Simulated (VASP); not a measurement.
Bi:

```
Bi
1.0
     3.76297    0.00000    0.00000
    -1.88148    3.25883    0.00000
     0.00000    0.00000    6.10750
Bi
2
Direct
  0.33333 0.66667 0.25000
  0.66667 0.33333 0.75000
```

| Quantity | Value |
| --- | --- |
| Program | VASP 6.6.1 |
| Task | relaxation of cell and atoms |
| Functional | PBE |
| Potentials or basis | VASP PAW PBE potentials, release 64 (Bi_d) |
| Cutoff | 600 eV |
| k mesh | 6 × 6 × 4 |
| Occupations | gaussian, width 0.1 eV |
| Spin | no spin polarisation |

At the start: pressure -6.4 GPa; volume 37.45 Å³/atom.

Problem. Where does the relaxation end?

Solution. Over 7 steps the energy falls by 147.8 meV/atom and the volume is 31.44 Å³/atom (-16.0 %); space group P6_3/mmc (No. 194, to 0.05 Å).

Step by step:
| step | energy change (eV) | largest force (eV/Å) | pressure (GPa) | volume (Å³) |
| --- | --- | --- | --- | --- |
| 1 | 0.0000 | 0.0000 | -6.40 | 74.90 |
| 2 | -0.2694 | 0.0000 | 2.85 | 59.82 |
| 3 | -0.2927 | 0.0000 | 0.10 | 62.61 |
| 4 | -0.2926 | 0.0000 | -0.10 | 62.84 |
| 5 | -0.2955 | 0.0000 | -0.17 | 62.87 |
| 6 | -0.2957 | 0.0000 | -0.18 | 62.88 |
| 7 | -0.2957 | 0.0000 | -0.18 | 62.88 |

Final structure:
```
Bi
1.0
     3.51200    0.00000    0.00000
    -1.75600    3.04148    0.00000
     0.00000    0.00000    5.88673
Bi
2
Direct
  0.33333 0.66667 0.25000
  0.66667 0.33333 0.75000
```

Caveat: the volume moved by over 15 % at a fixed basis, so the end points are rough.
